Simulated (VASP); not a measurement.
Write the native input for VASP 6.6.1 that does the following.

| Property | Result |
| --- | --- |
| Task | single point |
| Functional | PBE |
| Potentials or basis | VASP PAW PBE potentials, release 64 (K_sv, I) |
| Cutoff | 500 eV |
| k mesh | 6 × 6 × 6 |
| Occupations | gaussian, width 0.01 eV |
| Spin | non-collinear spin, zero start, spin-orbit coupling |
| Starting moments | [[0.0, 0.0, 0.0], [0.0, 0.0, 0.0]] μB |
| Dipole correction | no |
| Further INCAR settings | ALGO = Normal; EDIFF = 1e-06; NBANDS = 28 |

The structure of KI lies in POSCAR:

```
KI
1.0
    0.0000000000      3.5444850600      3.5444850600
    3.5444850600      0.0000000000      3.5444850600
    3.5444850600      3.5444850600      0.0000000000
K I
1 1
Direct
    0.0000000000      0.0000000000      0.0000000000
    0.5000000000      0.5000000000      0.5000000000
```

The input as run:

INCAR

```
SYSTEM = KI
PREC = Accurate
ENCUT = 500
EDIFF = 1E-6
ISMEAR = 0
SIGMA = 0.01
LREAL = .FALSE.
LASPH = .TRUE.
NELM = 200
ALGO = Normal
ISIF = 2
LWAVE = .FALSE.
LCHARG = .FALSE.
MAGMOM = 0 0 0 0 0 0
LORBIT = 11
LSORBIT = .TRUE.
GGA_COMPAT = .FALSE.
LORBMOM = .TRUE.
GGA = PE
NBANDS = 28
```

KPOINTS

```
regular mesh
0
G
  6 6 6
  0 0 0
```

Potentials or basis: VASP PAW PBE potentials, release 64 (K_sv, I).

Run with:

```console
$ cat potpaw_PBE.64/K_sv/POTCAR potpaw_PBE.64/I/POTCAR > POTCAR
$ mpirun -np 1 vasp_ncl > vasp.out
```

It gave:

* Pressure: 0.5 GPa
* Net moment: 0.00 μB per cell
* Valence electrons inside the program's atomic spheres: K 7.56; I 4.35

It took 2.1 min on 1 thread of Intel(R) Xeon(R) Platinum 8488C (Sapphire Rapids) (shared host), peak memory 0.49 GiB.
